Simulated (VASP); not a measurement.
Here is a VASP 6.6.1 calculation.

Contents of INCAR:

```
  ALGO = Normal
  EDIFF = 1E-6
  ENCUT = 520
  GGA = PS
  ISIF = 2
  ISMEAR = -1
  IVDW = 12
  LASPH = True
  LCHARG = False
  LREAL = False
  LWAVE = False
  NBANDS = 17
  NELM = 60
  PREC = Accurate
  SIGMA = 0.05
```

KPOINTS

```
k-points
0
Gamma
  11 11 6
```

The input POSCAR:

```
Pd
1.0
    2.7040843182      0.0000000000      0.0000000000
   -1.3520421591      2.3418057136      0.0000000000
    0.0000000000      0.0000000000      4.5051644234
Pd
2
Direct
    0.3333333333      0.6666666667      0.2500000000
    0.6666666667      0.3333333333      0.7500000000
```

Potentials or basis: VASP PAW PBE potentials, release 64 (Pd).

Run with:

```bash
$ cat potpaw_PBE.64/Pd/POTCAR > POTCAR
$ mpirun -np 1 vasp_std > vasp.out
```

**Question.** Estimate the pressure.

**Answer.** -2.4 GPa.

**Question.** What does it give for the dispersion energy per atom?

**Answer.** -0.643 eV.

Stress tensor (GPa, compression positive):
```
-2.33  0.00  0.00
 0.00 -2.33  0.00
 0.00  0.00 -2.43
```

Caveat: three body term missing; the PAW data sets were made with another functional, which shifts forces and pressure a little; pairwise dispersion overbinds metals, which lowers pressure and volume.
